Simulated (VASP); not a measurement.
NaCl, 2 atoms in the cell. The structure is trigonal, space group R-3m (No. 166). The conventional cell has a = 3.884 Å, b = 3.884 Å, c = 9.872 Å, α = 90.00°, β = 90.00°, γ = 120.00°. Within 3.7 Å of Na (site symmetry -3m) lie 6 Cl at 2.78 Å. Cl (site symmetry -3m) has 6 Na at 2.78 Å within 3.7 Å.  This cell differs from its parent crystal: epitaxial 111 strain -2.0%.

| Quantity | Value |
| --- | --- |
| Program | VASP 6.6.1 |
| Task | single point |
| Functional | PBE |
| Potentials or basis | VASP PAW PBE potentials, release 64 (Na_pv, Cl) |
| Cutoff | 520 eV |
| k mesh | 4 × 4 × 4 |
| Occupations | gaussian, width 0.01 eV |
| Spin | no spin polarisation |
| Dipole correction | no |
| Further INCAR settings | ALGO = Normal; EDIFF = 1e-07; NBANDS = 14 |

Potentials or basis: VASP PAW PBE potentials, release 64 (Na_pv, Cl).

Run with:

```bash
$ cat potpaw_PBE.64/Na_pv/POTCAR potpaw_PBE.64/Cl/POTCAR > POTCAR
$ mpirun -np 1 vasp_std > vasp.out
```

Hardware: 1 thread of AMD EPYC 7R43 64-Core Processor (Zen 3) (shared host).

Problem. Estimate the wall time of this run.

Solution. Run time: 14 s on 1 thread of AMD EPYC 7R43 64-Core Processor (Zen 3), with other jobs on the host, peak memory 0.12 GiB. Counts: scf iterations 15, k points 13.
